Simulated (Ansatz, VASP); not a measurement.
**CaO: VASP beside Ansatz**

INCAR

```
PREC = Accurate ; ENCUT = 600
EDIFF = 1E-6 ; ISMEAR = 0
SIGMA = 0.1 ; LREAL = False
LASPH = True ; NELM = 120
ALGO = Normal ; ISIF = 2
LWAVE = False ; LCHARG = False
GGA = CA ; NBANDS = 15
GGA_COMPAT = False
```

The input KPOINTS:

```
regular mesh
0
Gamma
  6 6 6
```

File POSCAR:

```
CaO
1.0
    0.0000000000      2.3900000000      2.3900000000
    2.3900000000      0.0000000000      2.3900000000
    2.3900000000      2.3900000000      0.0000000000
Ca O
1 1
Direct
    0.0000000000      0.0000000000      0.0000000000
    0.5000000000      0.5000000000      0.5000000000
```

Input for Ansatz:

```yaml
crystal:
  lattice:
    - [0.0, 2.39, 2.39]
    - [2.39, 0.0, 2.39]
    - [2.39, 2.39, 0.0]
  atoms:
    - { symbol: Ca, position: [0.0, 0.0, 0.0] }
    - { symbol: O, position: [0.5, 0.5, 0.5] }
basis:
  ecutwfc: 420
kpoints:
  mp_grid: { grid: [6, 6, 6] }
hamiltonian:
  xc: lda
  pseudopotentials: { kind: paw, azcp: { folder: soft_1 } }
scf:
  occupations: { method: gaussian, width: 0.1 }
output:
  forces: true
  stress: true
  eigenvalues: true
```

Alike in both runs: task single point; functional LDA; k mesh 6 × 6 × 6; occupations gaussian, width 0.1 eV; no spin polarisation.

|  | VASP | Ansatz |
| --- | --- | --- |
| version | VASP 6.6.1 | Ansatz 0.2.0 |
| potentials or method | VASP PAW LDA potentials, release 64 (Ca_sv, O), cutoff 600 eV | scalar-relativistic, plane waves, PAW |
| valence electrons in the cell | 16 | 16 |

```tsv
	VASP	Ansatz	Ansatz less VASP
gap on the k mesh at the Fermi level (eV)	3.45	3.48	+0.026
least direct gap on the mesh (eV)	3.82	3.85	+0.027
pressure (GPa)	-4.6	-5.4	-0.74
```

Ansatz warns that its potentials were made for another functional, while VASP's fit it. LDA's correlation is that of Perdew and Zunger in VASP and of Perdew and Wang (1992) in Ansatz.
